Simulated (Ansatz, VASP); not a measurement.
## Two plane-wave programs on Co

INCAR

```
SYSTEM = Co
  ALGO = Normal
  EDIFF = 1E-7
  ENCUT = 520
  GGA = RE
  ISIF = 2
  ISMEAR = -1
  ISPIN = 2
  LASPH = .True.
  LCHARG = .True.
  LELF = .True.
  LMAXMIX = 4
  LORBIT = 11
  LREAL = .False.
  LVHAR = .True.
  LWAVE = .False.
  MAGMOM = 1.714 1.714
  NBANDS = 20
  NELM = 150
  PREC = Accurate
  SIGMA = 0.05
```

File KPOINTS:

```
k-points
0
Gamma
  23 23 13
  0 0 0
```

The input POSCAR:

```
Co
1.0
    2.5122498490      0.0000000000      0.0000000000
   -1.2561249245      2.1756721899      0.0000000000
    0.0000000000      0.0000000000      4.0561539047
Co
2
Direct
    0.3333333333      0.6666666667      0.2500000000
    0.6666666667      0.3333333333      0.7500000000
```

Input for Ansatz:

```yaml
crystal:
  lattice:
    - [2.512249849, 0.0, 0.0]
    - [-1.2561249245, 2.1756721899, 0.0]
    - [0.0, 0.0, 4.0561539047]
  atoms:
    - { symbol: Co, position: [0.3333333333, 0.6666666667, 0.25], spin: 1.714 }
    - { symbol: Co, position: [0.6666666667, 0.3333333333, 0.75], spin: 1.714 }
hamiltonian:
  xc: revpbe
  pseudopotentials:
    kind: paw
    azcp:
      Co: "pseudopotentials/Co.paw.azcp"
basis:
  ecutwfc: 420
  fft_grid_basis: typed
kpoints:
  mp_grid: { grid: [23, 23, 13], shift: [0, 0, 0] }
magnetization:
  spin_polarized: true
scf:
  occupations: { method: fermi_dirac, width: 0.05 }
output:
  stress: true
```

Alike in both runs: task single point; functional revPBE; k mesh 23 × 23 × 13; occupations fermi-dirac, width 0.05 eV; collinear spin.

|  | VASP | Ansatz |
| --- | --- | --- |
| version | VASP 6.6.1 | Ansatz 0.2.0 |
| potentials or method | VASP PAW PBE potentials, release 64 (Co), cutoff 520 eV | plane waves (420 eV) with PAW, scalar-relativistic |
| valence electrons in the cell | 18 | 34 |

Ansatz gave:

| Quantity | Value |
| --- | --- |
| pressure (GPa) | -0.2 |
| traceless stress, the component that is largest in VASP (GPa) | 0.34 |
| net moment per atom (μB) | 1.63 |
| size of the moment on the site where the two differ most (μB) | 1.71 |

Q: Estimate VASP's values.

A: Pressure (GPa): -0.7; traceless stress, the component that is largest in VASP (GPa): 0.26; net moment per atom (μB): 1.62; size of the moment on the site where the two differ most (μB): 1.65.

VASP's potentials were made for PBE, not for revPBE. Site moments also hang on the region over which each program counts them. The functional is the same, so the differences come from potentials, cutoffs and numerics. VASP's potentials hold 18 valence electrons a cell and Ansatz's 34, so a difference there can come from the potentials and not from the codes.
